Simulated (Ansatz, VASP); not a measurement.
**Zn in VASP and in Ansatz**

File INCAR:

```
PREC = Accurate
ENCUT = 500
EDIFF = 1E-6
ISMEAR = 0
SIGMA = 0.15
LREAL = False
LASPH = True
NELM = 120
ALGO = Normal
ISIF = 2
LWAVE = False
LCHARG = False
GGA = PE
NBANDS = 19
GGA_COMPAT = False
```

KPOINTS

```
Automatic mesh
0
Gamma
  24 24 10
```

File POSCAR:

```
Zn
1.0
    2.6647980532      0.0499649635      0.0000000000
   -1.2891280989      2.2828003283      0.0000000000
    0.0000000000      0.0000000000      4.9467000000
Zn
2
Direct
    0.3333333333      0.6666666667      0.2500000000
    0.6666666667      0.3333333333      0.7500000000
```

Input for Ansatz:

```yaml
crystal:
  lattice:
    - [2.6647980532, 0.0499649635, 0.0]
    - [-1.2891280989, 2.2828003283, 0.0]
    - [0.0, 0.0, 4.9467]
  atoms:
    - { symbol: Zn, position: [0.3333333333, 0.6666666667, 0.25] }
    - { symbol: Zn, position: [0.6666666667, 0.3333333333, 0.75] }
basis:
  ecutwfc: 420
kpoints:
  mp_grid: { grid: [24, 24, 10] }
hamiltonian:
  xc: pbe
scf:
  occupations: { method: gaussian, width: 0.15 }
output:
  forces: true
  stress: true
  eigenvalues: true
```

Change from the starting cell: strain +0.0375 x Voigt [0, 0, 0, 0, 0, 1], atoms carried along.

Alike in both runs: task single point; functional PBE; k mesh 24 × 24 × 10; occupations gaussian, width 0.15 eV; no spin polarisation.

```csv
,VASP,Ansatz
version,VASP 6.6.1,Ansatz 0.2.0
potentials or method,"VASP PAW PBE potentials, release 64 (Zn), cutoff 500 eV","scalar-relativistic, plane waves, PAW"
valence electrons in the cell,24,24
```

|  | VASP | Ansatz | Ansatz less VASP |
| --- | --- | --- | --- |
| gap on the k mesh at the Fermi level (eV) | none | none | - |
| pressure (GPa) | 0.2 | -0.1 | -0.33 |
| traceless stress, the component that is largest in VASP (GPa) | -2.20 | -2.19 | +0.012 |
| rms of the force components (eV/Å) | 0.007 | 0.008 | +0.0011 |

Atom by atom the forces differ by 0.001 eV/Å (rms over components). A gap of «none» marks a metal or a gap that the smearing closes.
